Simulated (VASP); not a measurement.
# Ga (Cmce) in VASP: a series of runs

Runs on Ga. Level: r2SCAN. Tasks: single point.

Program: VASP 6.6.1. These are calculated values, not measurements. Logs are shortened: lines on timing, memory, paths and dates and some standing lists are left out, and cuts for length are marked.

### Step 1. The cell of the first run

The structure is orthorhombic, space group Cmce (No. 64). The conventional cell has a = 4.464 Å, b = 7.586 Å, c = 4.535 Å, α = 90.00°, β = 90.00°, γ = 90.00°. Ga (site symmetry m) has 7 Ga at 2.49 to 2.76 Å within 3.3 Å.

### Step 2. Single point, r2SCAN

Contents of POSCAR:

```
Ga
1.0
    2.2318501700     -3.7932285796      0.0000000000
    2.2318501700      3.7932285796      0.0000000000
    0.0000000000      0.0000000000      4.5346411306
Ga
4
Direct
    0.8442341977      0.1557658023      0.0855794111
    0.6557658023      0.3442341977      0.5855794111
    0.1557658023      0.8442341977      0.9144205889
    0.3442341977      0.6557658023      0.4144205889
```

Contents of INCAR.step1:

```
SYSTEM = Ga
PREC = Accurate
ENCUT = 520
ISMEAR = -1
SIGMA = 0.1
LREAL = .FALSE.
LASPH = .TRUE.
NELM = 60
NBANDS = 34
GGA = PE
ALGO = Normal
EDIFF = 1E-4
LWAVE = .TRUE.
LCHARG = .FALSE.
```

Contents of INCAR.step2:

```
SYSTEM = Ga
PREC = Accurate
ENCUT = 520
EDIFF = 1E-7
ISMEAR = -1
SIGMA = 0.1
LREAL = .FALSE.
LASPH = .TRUE.
NELM = 60
ALGO = Normal
ISIF = 2
LWAVE = .FALSE.
LCHARG = .TRUE.
METAGGA = R2SCAN
LMIXTAU = .TRUE.
LELF = .TRUE.
LVHAR = .TRUE.
NBANDS = 34
ISTART = 1
```

Contents of KPOINTS:

```
regular mesh
0
G
  5 5 4
  0 0 0
```

Potentials or basis: VASP PAW PBE potentials, release 64 (Ga_d).

Run with:

```bash
$ cat potpaw_PBE.64/Ga_d/POTCAR > POTCAR
$ cp INCAR.step1 INCAR
$ mpirun -np 1 vasp_std > vasp.out
$ cp INCAR.step2 INCAR
$ mpirun -np 1 vasp_std > vasp.out
```

OUTCAR:

```text
SYSTEM = Ga
   PREC = Accurate
   ENCUT = 520
   EDIFF = 1E-7
   ISMEAR = -1
   LREAL = .FALSE.
   LASPH = .TRUE.
   NELM = 60
   ISIF = 2
   METAGGA = R2SCAN
   ISTART = 1

 ion  position               nearest neighbor table
   1  0.844  0.156  0.086-   3 2.49   2 2.68   2 2.68   4 2.68   4 2.68   3 2.76   3 2.76
   2  0.656  0.344  0.586-   4 2.49   1 2.68   1 2.68   3 2.68   3 2.68   4 2.76   4 2.76
   3  0.156  0.844  0.914-   1 2.49   4 2.68   4 2.68   2 2.68   2 2.68   1 2.76   1 2.76
   4  0.344  0.656  0.414-   2 2.49   3 2.68   3 2.68   1 2.68   1 2.68   2 2.76   2 2.76

  LATTYP: Found a base centered orthorhombic cell.
 ALAT       =     4.4637003400
 B/A-ratio  =     1.6995892603
 C/A-ratio  =     1.0158928210

  Lattice vectors:

 A1 = (   2.2318501700,  -3.7932285796,   0.0000000000)
 A2 = (   2.2318501700,   3.7932285796,   0.0000000000)
 A3 = (   0.0000000000,   0.0000000000,   4.5346411306)

Analysis of symmetry for initial positions (statically):
=====================================================================
 Subroutine PRICEL returns:
 Original cell was already a primitive cell.

 Routine SETGRP: Setting up the symmetry group for a
 base centered orthorhombic supercell.

 Subroutine GETGRP returns: Found  8 space group operations
 (whereof  4 operations were pure point group operations)
 out of a pool of  8 trial point group operations.

The static configuration has the point symmetry C_2h.
 The point group associated with its full space group is D_2h.

Analysis of symmetry for dynamics (positions and initial velocities):
=====================================================================
 Subroutine PRICEL returns:
 Original cell was already a primitive cell.

 Routine SETGRP: Setting up the symmetry group for a
 base centered orthorhombic supercell.

 Subroutine GETGRP returns: Found  8 space group operations
 (whereof  4 operations were pure point group operations)
 out of a pool of  8 trial point group operations.

The dynamic configuration has the point symmetry C_2h.
 The point group associated with its full space group is D_2h.

 Subroutine INISYM returns: Found  8 space group operations
 (whereof  4 operations are pure point group operations),
 and found     1 'primitive' translations

----------------------------------------------------------------------------------------

                                     Primitive cell

  volume of cell :      76.7798

  direct lattice vectors                    reciprocal lattice vectors
     2.231850170 -3.793228580  0.000000000     0.224029376 -0.131813833  0.000000000
     2.231850170  3.793228580  0.000000000     0.224029376  0.131813833  0.000000000
     0.000000000  0.000000000  4.534641131     0.000000000  0.000000000  0.220524617

  length of vectors
     4.401106479  4.401106479  4.534641131     0.259930852  0.259930852  0.220524617

  position of ions in fractional coordinates (direct lattice)
     0.844234198  0.155765802  0.085579411
     0.655765802  0.344234198  0.585579411
     0.155765802  0.844234198  0.914420589
     0.344234198  0.655765802  0.414420589

  ion indices of the primitive-cell ions
   primitive index   ion index
                 1           1
                 2           2
                 3           3
                 4           4

----------------------------------------------------------------------------------------

 KPOINTS: regular mesh

Automatic generation of k-mesh.
 Grid dimensions read from file:
 generate k-points for:    5    5    4

 Generating k-lattice:

  Cartesian coordinates                     Fractional coordinates (reciprocal lattice)
     0.044805875 -0.026362767  0.000000000     0.200000000 -0.000000000  0.000000000
     0.044805875  0.026362767  0.000000000    -0.000000000  0.200000000  0.000000000
     0.000000000  0.000000000  0.055131154     0.000000000  0.000000000  0.250000000

  Length of vectors
     0.051986170  0.051986170  0.055131154

  Shift w.r.t. Gamma in fractional coordinates (k-lattice)
     0.000000000  0.000000000  0.000000000

 Subroutine IBZKPT returns following result:
 ===========================================

 Found     27 irreducible k-points:

 Following reciprocal coordinates:
            Coordinates               Weight
  0.000000  0.000000  0.000000      1.000000
  0.200000 -0.000000  0.000000      4.000000
  0.400000  0.000000  0.000000      4.000000
  0.200000  0.200000  0.000000      2.000000
  0.400000  0.200000  0.000000      4.000000
 -0.400000  0.200000  0.000000      4.000000
[... 16 lines left out ...]
  0.400000  0.200000  0.500000      4.000000
 -0.400000  0.200000  0.500000      4.000000
 [... further k-points ...]
   k-points           NKPTS =     27   k-points in BZ     NKDIM =     27   number of bands    NBANDS=     34
   number of dos      NEDOS =    301   number of ions     NIONS =      4
   total plane-waves  NPLWV =  46656
   dimension x,y,z NGX =    36 NGY =   36 NGZ =   36
   dimension x,y,z NGXF=    72 NGYF=   72 NGZF=   72
   ions per type =               4
   NGX,Y,Z   is equivalent  to a cutoff of  13.60, 13.60, 13.20 a.u.
   NGXF,Y,Z  is equivalent  to a cutoff of  27.20, 27.20, 26.40 a.u.
 SYSTEM =  Ga
   PREC   = accura    normal or accurate (medium, high low for compatibility)
   ISTART =      1    job   : 0-new  1-cont  2-samecut
   ICHARG =      0    charge: 1-file 2-atom 10-const
   ISPIN  =      1    spin polarized calculation?
   LNONCOLLINEAR =      F non collinear calculations
   LSORBIT =      F    spin-orbit coupling
   LASPH  =      T    aspherical Exc in radial PAW
   ENCUT  =  520.0 eV  38.22 Ry    6.18 a.u.   8.18  8.18  8.43*2*pi/ulx,y,z
   NELM   =     60;   NELMIN=  2; NELMDL=  0     # of ELM steps
   EDIFF  = 0.1E-06   stopping-criterion for ELM
   LREAL  =      F    real-space projection
   EDIFFG = 0.1E-05   stopping-criterion for IOM
   NSW    =      0    number of steps for IOM
   IBRION =     -1    ionic relax: 0-MD 1-quasi-New 2-CG
   NFREE  =      0    steps in history (QN), initial steepest desc. (CG)
   ISIF   =      2    stress and relaxation
   ISYM   =      2    0-nonsym 1-usesym 2-fastsym
   POTIM  = 0.5000    time-step for ionic-motion
   TEBEG  =    0.0;   TEEND  =   0.0 temperature during run
   PSTRESS=    0.0 pullay stress
   NELECT =      52.0000    total number of electrons
   NUPDOWN=      -1.0000    fix difference up-down
   EMIN   =  10.00;   EMAX   =-10.00  energy-range for DOS
   EFERMI =   0.00;   METHOD = LEGACY
   ISMEAR =    -1;   SIGMA  =   0.10  broadening in eV -4-tet -1-fermi 0-gaus
   EFERMI_NEDOS =   21; number of points for ismear=-14 and -15
   IALGO  =     38    algorithm
   IMIX   =      4    mixing-type and parameters
     AMIX     =   0.40;   BMIX     =  1.00
     AMIX_MAG =   1.60;   BMIX_MAG =  1.00
  volume/ion in A,a.u.               =      19.19       129.53
  Fermi-wavevector in a.u.,A,eV,Ry     =   1.437674  2.716809 28.121954  2.066905
  Thomas-Fermi vector in A             =   2.556725
   LORBIT       =      0    0 simple, 1 ext, 2 COOP (PROOUT), +10 PAW based schemes
   METAGGA = R2SCAN    functional components
   LHFCALC =     F    Hartree Fock is set to
   AEXX    =    0.0000 exact exchange contribution
   IVDW    =     0    specifies the selected vdW correction
   LEPSILON=     F    determine dielectric tensor
   LRPA    =     F    only Hartree local field effects (RPA)
 non-spin polarized calculation
  energy-cutoff  :      520.00
  volume of cell :       76.78
 maximum number of plane-waves:      2080
 NGX is ok and might be reduce to    36
   NGX = 17   NGY = 17   NGZ = 17

 number of electron      52.0000022 magnetization

 Free energy of the ion-electron system (eV)
  ---------------------------------------------------
  ext. energy  EPLUGINS =         0.00000000
  ---------------------------------------------------
  free energy    TOTEN  =       -45.87264818 eV

  energy without entropy =      -45.85343233  energy(sigma->0) =      -45.86304026

 E-fermi :   5.1672     XC(G=0): -11.7684

 val. band max:        5.0924904061   @ k =   0.0000   0.0000   0.5000
 cond. band min:       5.2159927223   @ k =  -0.2000   0.2000   0.5000
 fundamental gap:      0.1235023162
 Fermi energy:         5.1671868384

 k-point     1 :       0.0000    0.0000    0.0000
  band No.  band energies     occupation
      1     -10.6173      2.00000
      2     -10.6054      2.00000
      3     -10.5679      2.00000
      4     -10.5549      2.00000
      5     -10.5380      2.00000
      6     -10.5119      2.00000
[... 26 lines left out ...]
     33      12.2846      0.00000
     34      12.9050      0.00000

 k-point     2 :       0.2000   -0.0000    0.0000
  band No.  band energies     occupation
      1     -10.6227      2.00000
      2     -10.5882      2.00000
      3     -10.5821      2.00000
      4     -10.5669      2.00000
      5     -10.5145      2.00000
      6     -10.4934      2.00000
[... 26 lines left out ...]
     33      11.7964      0.00000
     34      12.7854      0.00000

 k-point     3 :       0.4000    0.0000    0.0000
  band No.  band energies     occupation
      1     -10.6185      2.00000
      2     -10.5963      2.00000
      3     -10.5817      2.00000
      4     -10.5504      2.00000
      5     -10.5280      2.00000
      6     -10.5194      2.00000
[... 26 lines left out ...]
     33      11.6981      0.00000
     34      13.2949      0.00000

 k-point     4 :       0.2000    0.2000    0.0000
  band No.  band energies     occupation
      1     -10.6305      2.00000
      2     -10.5985      2.00000
      3     -10.5736      2.00000
      4     -10.5637      2.00000
      5     -10.5536      2.00000
      6     -10.4753      2.00000
[... 26 lines left out ...]
     33      12.4253      0.00000
     34      14.5991      0.00000

 k-point     5 :       0.4000    0.2000    0.0000
  band No.  band energies     occupation
      1     -10.6474      2.00000
      2     -10.6192      2.00000
      3     -10.5770      2.00000
      4     -10.5480      2.00000
      5     -10.5341      2.00000
      6     -10.4684      2.00000
[... 621 lines left out ...]
 k-point    22 :       0.2000    0.2000    0.5000
  band No.  band energies     occupation
      1     -10.6378      2.00000
      2     -10.6378      2.00000
      3     -10.5577      2.00000
      4     -10.5577      2.00000
      5     -10.5278      2.00000
      6     -10.5278      2.00000
[... 26 lines left out ...]
     33      13.0081      0.00000
     34      13.0081      0.00000

 k-point    23 :       0.4000    0.2000    0.5000
  band No.  band energies     occupation
      1     -10.6276      2.00000
      2     -10.6276      2.00000
      3     -10.5703      2.00000
      4     -10.5703      2.00000
      5     -10.5323      2.00000
      6     -10.5323      2.00000
[... 26 lines left out ...]
     33      14.2913      0.00000
     34      14.2913      0.00000

 k-point    24 :      -0.4000    0.2000    0.5000
  band No.  band energies     occupation
      1     -10.6186      2.00000
      2     -10.6186      2.00000
      3     -10.5751      2.00000
      4     -10.5751      2.00000
      5     -10.5105      2.00000
      6     -10.5105      2.00000
[... 26 lines left out ...]
     33      14.3764      0.00000
     34      14.3764      0.00000

 [... further k-points ...]
[... 5 lines left out ...]
  --------------------------------------------------------------------------------------
  -------------------------------------------------------------------------------------
  Total        0.2642304      0.0490784     -0.4539298      0.0000000      0.0000000      0.0000000
  in kB        5.5137423      1.0241285     -9.4722322      0.0000000      0.0000000      0.0000000
  external PRESSURE =      -0.9781205 kB  Pullay stress =       0.0000000 kB

 VOLUME and BASIS-vectors are now :
 -----------------------------------------------------------------------------
  energy-cutoff  :      520.00
  volume of cell :       76.78
      direct lattice vectors                 reciprocal lattice vectors
     2.231850170 -3.793228580  0.000000000     0.224029376 -0.131813833  0.000000000
     2.231850170  3.793228580  0.000000000     0.224029376  0.131813833  0.000000000
     0.000000000  0.000000000  4.534641131     0.000000000  0.000000000  0.220524617

 POSITION                                       TOTAL-FORCE (eV/Angst)
 -----------------------------------------------------------------------------------
      2.23185     -2.61152      0.38807         0.000000      0.042318      0.019533
      2.23185     -1.18171      2.65539         0.000000     -0.042318      0.019533
      2.23185      2.61152      4.14657         0.000000     -0.042318     -0.019533
      2.23185      1.18171      1.87925         0.000000      0.042318     -0.019533
 -----------------------------------------------------------------------------------
    total drift:                               -0.000000     -0.000000      0.000000

  FREE ENERGIE OF THE ION-ELECTRON SYSTEM (eV)
  ---------------------------------------------------
  free  energy   TOTEN  =       -45.8726481820 eV

  energy  without entropy=      -45.8534323292  energy(sigma->0) =      -45.86304026
```

It took 2 min on 1 thread of Intel Xeon 6975P-C (Granite Rapids), shared host; peak memory 0.23 GiB.

Results:

| Item | Value |
| --- | --- |
| Free energy | -45.8726 eV |
| Pressure | -0.1 GPa |
| Largest force | 0.047 eV/Å |
| Band gap on the k mesh | zero (band 26 reaches 5.52 eV, above the bottom of band 27 at 4.37 eV) |

Forces in eV/Å, atoms in the order of the input:
```
Ga   0.000  0.042  0.020
Ga   0.000 -0.042  0.020
Ga   0.000 -0.042 -0.020
Ga   0.000  0.042 -0.020
```

Stress tensor (GPa, compression positive):
```
 0.55  0.00  0.00
 0.00  0.10  0.00
 0.00  0.00 -0.95
```

Caveat: the PAW data sets were made with another functional, which shifts forces and pressure a little.

### Step 3. Single point, r2SCAN

POSCAR is that of step 2.

Contents of INCAR.step1:

```
SYSTEM = Ga
ALGO = Normal
EDIFF = 1E-4
ENCUT = 520
GGA = PE
ISMEAR = -1
LASPH = .True.
LCHARG = .False.
LREAL = .False.
LWAVE = .True.
NBANDS = 34
NELM = 60
PREC = Accurate
SIGMA = 0.1
```

Contents of INCAR.step2:

```
SYSTEM = Ga
ALGO = Normal
EDIFF = 1E-6
ENCUT = 520
ISIF = 2
ISMEAR = -1
ISTART = 1
LASPH = .True.
LCHARG = .False.
LMIXTAU = .True.
LREAL = .False.
LWAVE = .False.
METAGGA = R2SCAN
NBANDS = 34
NELM = 60
PREC = Accurate
SIGMA = 0.1
```

Contents of KPOINTS:

```
k-points
0
Gamma
  7 7 6
  0 0 0
```

Potentials or basis: VASP PAW PBE potentials, release 64 (Ga_d).

Run with:

```bash
$ cat potpaw_PBE.64/Ga_d/POTCAR > POTCAR
$ cp INCAR.step1 INCAR
$ mpirun -np 1 vasp_std > vasp.out
$ cp INCAR.step2 INCAR
$ mpirun -np 1 vasp_std > vasp.out
```

It took 3.9 min on 1 thread of Intel Xeon 6975P-C (Granite Rapids), shared host; peak memory 0.28 GiB.

The run converged. Its results:

* Free energy: -45.7776 eV
* Pressure: 0.1 GPa
* Largest force: 0.017 eV/Å
* Band gap on the k mesh: zero (band 26 reaches 5.57 eV, above the bottom of band 27 at 4.32 eV)

Forces on the atoms (eV/Å):
```
Ga   0.000 -0.009  0.014
Ga   0.000  0.009  0.014
Ga   0.000  0.009 -0.014
Ga   0.000 -0.009 -0.014
```

Stress tensor (GPa, compression positive):
```
-0.40  0.00  0.00
 0.00  0.34  0.00
 0.00  0.00  0.31
```

Levels at points of the mesh, in eV from the Fermi level:
| k point | band 22 | band 23 | band 24 | band 25 | band 26 | band 27 | band 28 | band 29 | band 30 | band 31 |
| --- | --- | --- | --- | --- | --- | --- | --- | --- | --- | --- |
| (0.00, 0.00, 0.00) | -4.53 | -4.12 | -1.92 | -1.55 | -0.86 | 0.95 | 1.14 | 1.24 | 5.52 | 5.64 |
| (0.00, 0.00, 0.50) | -9.82 | -0.13 | -0.13 | -0.03 | -0.03 | 0.16 | 0.16 | 2.16 | 2.16 | 4.23 |

Caveat: the PAW data sets were made with another functional, which shifts forces and pressure a little.

### Step 4. Single point, r2SCAN

POSCAR is that of step 3.

Contents of INCAR.step1:

```
SYSTEM = Ga
PREC = Accurate
ENCUT = 520
ISMEAR = -1
SIGMA = 0.1
LREAL = .False.
LASPH = .True.
NELM = 100
NBANDS = 34
GGA = PE
ALGO = Normal
EDIFF = 1E-4
LWAVE = .True.
LCHARG = .False.
```

Contents of INCAR.step2:

```
SYSTEM = Ga
PREC = Accurate
ENCUT = 520
EDIFF = 1E-6
ISMEAR = -1
SIGMA = 0.1
LREAL = .False.
LASPH = .True.
NELM = 100
ALGO = Normal
ISIF = 2
LWAVE = .False.
LCHARG = .False.
METAGGA = R2SCAN
LMIXTAU = .True.
NBANDS = 34
ISTART = 1
```

Contents of KPOINTS:

```
regular mesh
0
Gamma
  8 8 7
  0 0 0
```

Run with:

```bash
$ cat potpaw_PBE.64/Ga_d/POTCAR > POTCAR
$ cp INCAR.step1 INCAR
$ mpirun -np 1 vasp_std > vasp.out
$ cp INCAR.step2 INCAR
$ mpirun -np 1 vasp_std > vasp.out
```

Run time: 4.8 min. Hardware: 1 thread of Intel Xeon 6975P-C (Granite Rapids), shared host; peak memory 0.31 GiB.

It converged, with:

```yaml
Free_energy: -45.7758 eV
Pressure: 0.1 GPa
Largest_force: 0.011 eV/Å
Band_gap_on_the_k_mesh: zero (band 26 reaches 5.37 eV, above the bottom of band 27 at 4.31 eV)
```

Forces in eV/Å, atoms in the order of the input:
```
Ga   0.000 -0.006  0.008
Ga   0.000  0.006  0.008
Ga   0.000  0.006 -0.008
Ga   0.000 -0.006 -0.008
```

Stress tensor (GPa, compression positive):
```
0.18 0.00 0.00
0.00 0.18 0.00
0.00 0.00 0.08
```

Levels at points of the mesh, in eV from the Fermi level:
| k point | band 22 | band 23 | band 24 | band 25 | band 26 | band 27 | band 28 | band 29 | band 30 | band 31 |
| --- | --- | --- | --- | --- | --- | --- | --- | --- | --- | --- |
| (0.00, 0.00, 0.00) | -4.51 | -4.11 | -1.91 | -1.54 | -0.84 | 0.96 | 1.15 | 1.25 | 5.54 | 5.66 |
| (0.50, 0.00, 0.00) | -9.10 | -3.61 | -3.61 | -1.65 | -1.65 | 0.83 | 0.83 | 4.41 | 4.41 | 5.65 |
| (0.50, 0.50, 0.00) | -7.66 | -4.20 | -3.54 | -1.91 | -1.78 | 1.10 | 1.20 | 3.69 | 3.95 | 4.36 |

Caveat: the PAW data sets were made with another functional, which shifts forces and pressure a little.

### Step 5. The runs side by side

| k mesh | gap on the mesh (eV) | pressure (GPa) | largest force (eV/Å) |
| --- | --- | --- | --- |
| 5 × 5 × 4 | none | -0.1 | 0.05 |
| 7 × 7 × 6 | none | 0.1 | 0.02 |
| 8 × 8 × 7 | none | 0.1 | 0.01 |

Alike in all rows: task single point; level r2SCAN; potentials or basis VASP PAW PBE potentials, release 64 (Ga_d); no spin polarisation; cell as given; cutoff (eV) 520; smearing fermi-dirac 0.1 eV.

Every run on the cell as given and a fine mesh finds a metal.

Caveats: the PAW data sets were made with another functional, which shifts forces and pressure a little.

Absolute energies hang on the potentials; compare differences alone.
